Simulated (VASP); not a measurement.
Runs of VASP 6.6.1 on Au. The structure is that of space group Fd-3m (No. 227), or close to it. The cells are those of the table. 

```tsv
task	cell	cutoff (eV)	gap on the mesh (eV)	pressure (GPa)
relaxation of cell and atoms	relaxed to 5 GPa from a = 3.960 Å, angles 60.0°, 2 atoms	600	none	5.0
single point	a = 4.170 Å, angles 60.0°, 2 atoms	520	none	(a)
single point	a = 4.065 Å, angles 60.0°, 2 atoms	520	none	19.8
single point	a = 4.353 Å, angles 60.0°, 2 atoms	520	none	0.0
relaxation of cell and atoms	relaxed to 10 GPa from a = 3.960 Å, angles 60.0°, 2 atoms	600	none	10.0
relaxation of cell and atoms	relaxed to 20 GPa from a = 3.960 Å, angles 60.0°, 2 atoms	600	none	20.1
relaxation of cell and atoms	relaxed from a = 3.960 Å, angles 60.0°, 2 atoms	600	none	0.0
single point	a = 4.245 Å, angles 60.0°, 2 atoms	520	none	4.8
```

Alike in all rows: level PBE; potentials or basis VASP PAW PBE potentials, release 64 (Au); no spin polarisation; k mesh 8 × 8 × 8; smearing gaussian 0.1 eV.

Q: Fill in the values left out.

A: (a) 9.8.

Caveats: spin-orbit coupling is left out, which moves the levels of the heavy elements; the cell is relaxed towards a set pressure, so the enthalpy falls and the energy may rise (some runs).

A k mesh can miss the band edges, and the runs leave out spin-orbit coupling on Au.

A gap of «none» marks levels without a gap at the run's occupations.
